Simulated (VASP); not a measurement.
Input of a VASP 6.6.1 run:

File INCAR:

```
SYSTEM = TiSi16
PREC = Accurate ; ENCUT = 520
EDIFF = 1E-6 ; ISMEAR = 0
SIGMA = 0.05 ; LREAL = Auto
LASPH = .TRUE. ; NELM = 100
ALGO = Normal ; ISIF = 2
LWAVE = .FALSE. ; LCHARG = .TRUE.
GGA = PE ; LELF = .TRUE.
LVHAR = .TRUE. ; NBANDS = 52
```

KPOINTS

```
regular mesh
0
G
  2 2 2
  0 0 0
```

File POSCAR:

```
TiSi16
1.0
    0.0000000000      5.4300000000      5.4300000000
    5.4300000000      0.0000000000      5.4300000000
    5.4300000000      5.4300000000      0.0000000000
Si Ti
16 1
Direct
   -0.0000027624      0.0001699816     -0.0003972376
    0.1235013812      0.1236277164      0.1232019337
    0.0033681400      0.0033834254      0.4963410681
    0.1235705341      0.1236769797      0.6290383057
    0.0032493554      0.4967950276      0.0031088398
    0.1235058011      0.6296093002      0.1232109576
    0.0033821363      0.4968666667      0.4963521179
    0.1373517495      0.6209670350      0.6206952118
    0.4966550645      0.0033215470      0.0031655617
    0.6294370166      0.1236406998      0.1232397790
    0.4967522099      0.0034286372      0.4963888582
    0.6209174954      0.1373605893      0.6207372007
    0.4966604052      0.4968112339      0.0031854512
    0.6208705341      0.6209622468      0.1371756906
    0.5000477901      0.5000356354      0.4998919890
    0.6209213628      0.6209696133      0.6207511971
    0.7500292818      0.7500882136      0.7497779006
```

Potentials or basis: VASP PAW PBE potentials, release 64 (Si, Ti_sv).

The run is started by

```console
$ cat potpaw_PBE.64/Si/POTCAR potpaw_PBE.64/Ti_sv/POTCAR > POTCAR
$ mpirun -np 1 vasp_std > vasp.out
```

(1) Predict the pressure.

(2) What does it give for the largest force?

Answers

(1) 4.0 GPa.

(2) 0.010 eV/Å.

Caveat: the k points lie up to 0.50 Å⁻¹ apart.
